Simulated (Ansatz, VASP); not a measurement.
**TaCo3: VASP beside Ansatz**

```
Ta Co
1.0
     3.81129    0.00000    0.00000
     0.00000    3.81129    0.00000
     0.00000    0.00000    3.81129
Ta Co
1 3
Direct
  0.00000 0.00000 0.00000
  0.00000 0.50000 0.50000
  0.50000 0.00000 0.50000
  0.50000 0.50000 0.00000
```

Change from the starting cell: volume scaled by 1.12, no spin polarisation, PAW files.

Alike in both runs: task single point; functional LDA; k mesh 9 × 9 × 9; occupations fermi-dirac, width 0.08 eV; no spin polarisation.

```csv
,VASP,Ansatz
version,VASP 6.6.1,Ansatz 0.2.0
potentials or method,"VASP PAW LDA potentials, release 64 (Ta_pv, Co)","PAW with Ansatz's default frozen-core files, scalar-relativistic"
plane-wave cutoff (eV),520,420
valence electrons in the cell,38,64
```

VASP gave:

- pressure (GPa): -37.7

**Question.** What did Ansatz give for the same quantities?

**Answer.** Pressure (GPa): -38.1.

LDA's correlation is that of Perdew and Zunger in VASP and of Perdew and Wang (1992) in Ansatz. Both programs put the cell under strong tension, so it lies far from rest at this level. VASP's potentials hold 38 valence electrons a cell and Ansatz's 64, so a difference there can come from the potentials and not from the codes.

Neither program's run includes spin-orbit coupling. Noted on VASP's run: the cell as given lies far from equilibrium.
